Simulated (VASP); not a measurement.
Wanted: the native input for a VASP 6.6.1 run.

| Property | Result |
| --- | --- |
| Task | electric field gradients |
| Functional | PBEsol |
| Potentials or basis | VASP PAW PBE potentials, release 64 (Na_pv) |
| Cutoff | 520 eV |
| k mesh | 11 × 11 × 11 |
| Occupations | fermi-dirac, width 0.03 eV |
| Spin | no spin polarisation |
| Dipole correction | no |
| Further INCAR settings | ALGO = Normal; EDIFF = 1e-08; NBANDS = 10 |

The structure of Na lies in POSCAR:

```
Na
1.0
   -2.0751500000      2.1175000000      2.1175000000
    2.1175000000     -2.0751500000      2.1175000000
    2.1175000000      2.1175000000     -2.0751500000
Na
1
Direct
    0.0000000000      0.0000000000      0.0000000000
```

This cell differs from its parent crystal: equal xy, yz and zx shear strains of +2 %.

The input as run:

INCAR

```
ALGO = Normal ; EDIFF = 1E-8
ENCUT = 520 ; GGA = PS
ISIF = 2 ; ISMEAR = -1
LASPH = True ; LCHARG = False
LEFG = True ; LREAL = False
LWAVE = False ; NBANDS = 10
NELM = 100 ; PREC = Accurate
SIGMA = 0.03
```

KPOINTS

```
k-points
0
Gamma
  11 11 11
```

Potentials or basis: VASP PAW PBE potentials, release 64 (Na_pv).

The run is started by

```console
$ cat potpaw_PBE.64/Na_pv/POTCAR > POTCAR
$ mpirun -np 1 vasp_std > vasp.out
```

It gave:

```json
{
 "Pressure": "-0.3 GPa"
}
```

Caveat: the cell differs from its parent crystal (equal xy, yz and zx shear strains of +2 %); without QUAD_EFG the Cq values of the log hold for a quadrupole moment of 1 mb, not for the nuclei; the PAW data sets were made with another functional, which shifts forces and pressure a little.

It took 58 s on 1 thread of Intel Xeon 8259CL, with other jobs on the host, peak memory 0.18 GiB.
